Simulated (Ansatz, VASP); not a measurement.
**One calculation of Zr, two programs**

INCAR

```
PREC = Accurate ; ENCUT = 520
EDIFF = 1E-7 ; ISMEAR = 0
SIGMA = 0.1 ; LREAL = False
LASPH = True ; NELM = 60
ALGO = Normal ; ISIF = 2
LWAVE = False ; LCHARG = False
GGA = PE ; NBANDS = 12
```

The input KPOINTS:

```
Automatic mesh
0
Gamma
  16 16 16
```

The input POSCAR:

```
Zr
1.0
   -1.7615282000      1.7615282000      1.7615282000
    1.7615282000     -1.7615282000      1.7615282000
    1.7615282000      1.7615282000     -1.7615282000
Zr
1
Direct
    0.0000000000      0.0000000000      0.0000000000
```

Input for Ansatz:

```yaml
crystal:
  lattice:
    - [-1.7615282, 1.7615282, 1.7615282]
    - [1.7615282, -1.7615282, 1.7615282]
    - [1.7615282, 1.7615282, -1.7615282]
  atoms:
    - { symbol: Zr, position: [0.0, 0.0, 0.0] }
basis:
  ecutwfc: 420
kpoints:
  mp_grid: { grid: [16, 16, 16] }
hamiltonian:
  xc: pbe
scf:
  occupations: { method: gaussian, width: 0.1 }
output:
  forces: true
  stress: true
  eigenvalues: true
```

Alike in both runs: task single point; functional PBE; k mesh 16 × 16 × 16; occupations gaussian, width 0.1 eV; no spin polarisation.

|  | VASP | Ansatz |
| --- | --- | --- |
| version | VASP 6.6.1 | Ansatz 0.2.0 |
| potentials or method | VASP PAW PBE potentials, release 64 (Zr_sv), cutoff 520 eV | scalar-relativistic, plane waves, PAW |
| valence electrons in the cell | 12 | 12 |

|  | VASP | Ansatz | Ansatz less VASP |
| --- | --- | --- | --- |
| gap on the k mesh at the Fermi level (eV) | none | none | - |
| pressure (GPa) | 4.1 | 4.1 | -0.04 |

A gap of «none» marks a metal or a gap that the smearing closes.
